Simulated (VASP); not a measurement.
A run of VASP 6.6.1 is set up as follows.

File INCAR:

```
PREC     = Accurate       # precision mode
ENCUT    = 520            # plane-wave cutoff, eV
EDIFF    = 1E-7           # SCF threshold, eV
ISMEAR   = -1             # smearing method
SIGMA    = 0.05           # smearing width, eV
LREAL    = False          # projectors in reciprocal space
LASPH    = True           # aspherical terms in the spheres
NELM     = 100            # most SCF steps
ALGO     = Normal         # electronic algorithm
ISIF     = 2              # what is computed and relaxed
LWAVE    = False          # write WAVECAR
LCHARG   = False          # write CHGCAR
GGA      = B5             # functional
ALDAX    = 1.0          
AGGAX    = 1.0          
AGGAC    = 1.0          
ALDAC    = 0.0          
IVDW     = 13             # dispersion correction
VDW_S6   = 1.0          
VDW_S8   = 2.34076671   
VDW_A1   = 0.44488865   
VDW_A2   = 4.0933009    
NBANDS   = 12             # bands
```

KPOINTS

```
Automatic mesh
0
Gamma
  9 9 9
```

File POSCAR:

```
LiCl
1.0
    0.0000000000      2.5517174200      2.5517174200
    2.5517174200      0.0000000000      2.5517174200
    2.5517174200      2.5517174200      0.0000000000
Cl Li
1 1
Direct
    0.5000000000      0.5000000000      0.5000000000
    0.0000000000      0.0000000000      0.0000000000
```

Potentials or basis: VASP PAW PBE potentials, release 64 (Cl, Li_sv).

The run is started by

```sh
$ cat potpaw_PBE.64/Cl/POTCAR potpaw_PBE.64/Li_sv/POTCAR > POTCAR
$ mpirun -np 1 vasp_std > vasp.out
```

(1) What does it give for the band gap on the k mesh?

(2) Estimate the dispersion energy per atom.

Results:

(1) 6.59 eV, direct.

(2) -0.232 eV.
